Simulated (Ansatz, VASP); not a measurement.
# Two plane-wave programs on SnO2

```xyz
6
Lattice="4.7151 0.0000 0.0000 0.0000 4.7151 0.0000 0.0000 0.0000 3.3891" Properties=species:S:1:pos:R:3 pbc="T T T"
Sn    2.3575    2.3575    1.6946
Sn    0.0000    0.0000    0.0000
O     1.3875    1.5038    0.0000
O     3.7450    0.8537    1.6946
O     0.9700    3.8613    1.6946
O     3.3276    3.2113    0.0000
```

Change from the starting cell: mode 4 frozen in at -0.084 Å, strain +e along z and -e/2 along x and y +0.0467.

Alike in both runs: task single point; functional PBE; k mesh 6 × 6 × 8; occupations gaussian, width 0.05 eV; no spin polarisation.

```csv
,VASP,Ansatz
version,VASP 6.6.1,Ansatz 0.2.0
potentials or method,"VASP PAW PBE potentials, release 64 (Sn_d, O), cutoff 520 eV","scalar-relativistic, plane waves, PAW"
valence electrons in the cell,52,52
```

Ansatz gave:

```
gap on the k mesh at the Fermi level (eV)                     : 0.62
least direct gap on the mesh (eV)                             : 0.62
pressure (GPa)                                                : -1.8
traceless stress, the component that is largest in VASP (GPa) : -8.33
rms of the force components (eV/Å)                            : 0.077
```

Q: What did VASP give for the same quantities?

A: gap on the k mesh at the Fermi level (eV): 0.61; least direct gap on the mesh (eV): 0.61; pressure (GPa): -1.2; traceless stress, the component that is largest in VASP (GPa): -8.22; rms of the force components (eV/Å): 0.078.

Atom by atom the forces differ by 0.002 eV/Å (rms over components).
